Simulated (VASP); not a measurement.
Wanted: the native input for a VASP 6.6.1 run.

```
Task                   : single point
Functional             : r2SCAN
Potentials or basis    : VASP PAW PBE potentials, release 64 (Mg)
Cutoff                 : 520 eV
k mesh                 : 15 × 15 × 8
Occupations            : fermi-dirac, width 0.15 eV
Spin                   : no spin polarisation
Dipole correction      : no
Further INCAR settings : ALGO = Normal; EDIFF = 1e-06; NBANDS = 9
```

Crystal: Mg.

```
Mg
1.0
     3.19061    0.00000    0.00000
    -1.59531    2.76315    0.00000
     0.00000    0.00000    5.12992
Mg
2
Direct
  0.33333 0.66667 0.25000
  0.66667 0.33333 0.75000
```

These files were run (other wordings do the same):

POSCAR

```
Mg
1.0
    3.1906138257      0.0000000000      0.0000000000
   -1.5953069128      2.7631526267      0.0000000000
    0.0000000000      0.0000000000      5.1299160606
Mg
2
Direct
    0.3333333333      0.6666666667      0.2500000000
    0.6666666667      0.3333333333      0.7500000000
```

INCAR.step1

```
PREC = Accurate ; ENCUT = 520
ISMEAR = -1 ; SIGMA = 0.15
LREAL = F ; LASPH = T
NELM = 80 ; NBANDS = 9
GGA = PE ; ALGO = Normal
EDIFF = 1E-4 ; LWAVE = T
LCHARG = F
```

INCAR.step2

```
PREC = Accurate ; ENCUT = 520
EDIFF = 1E-6 ; ISMEAR = -1
SIGMA = 0.15 ; LREAL = F
LASPH = T ; NELM = 80
ALGO = Normal ; ISIF = 2
LWAVE = F ; LCHARG = F
METAGGA = R2SCAN ; LMIXTAU = T
NBANDS = 9 ; ISTART = 1
```

KPOINTS

```
regular mesh
0
Gamma
  15 15 8
```

Potentials or basis: VASP PAW PBE potentials, release 64 (Mg).

Run with:

```sh
$ cat potpaw_PBE.64/Mg/POTCAR > POTCAR
$ cp INCAR.step1 INCAR
$ mpirun -np 1 vasp_std > vasp.out
$ cp INCAR.step2 INCAR
$ mpirun -np 1 vasp_std > vasp.out
```

It gave:

```
Pressure               : -0.3 GPa
Band gap on the k mesh : zero (bands 2 and 3 overlap by 2.02 eV)
```

Caveat: the PAW data sets were made with another functional, which shifts forces and pressure a little.

Wall time 42 s on 1 thread of Intel(R) Xeon(R) 6975P-C (Granite Rapids), with other jobs on the host, peak memory 0.19 GiB.
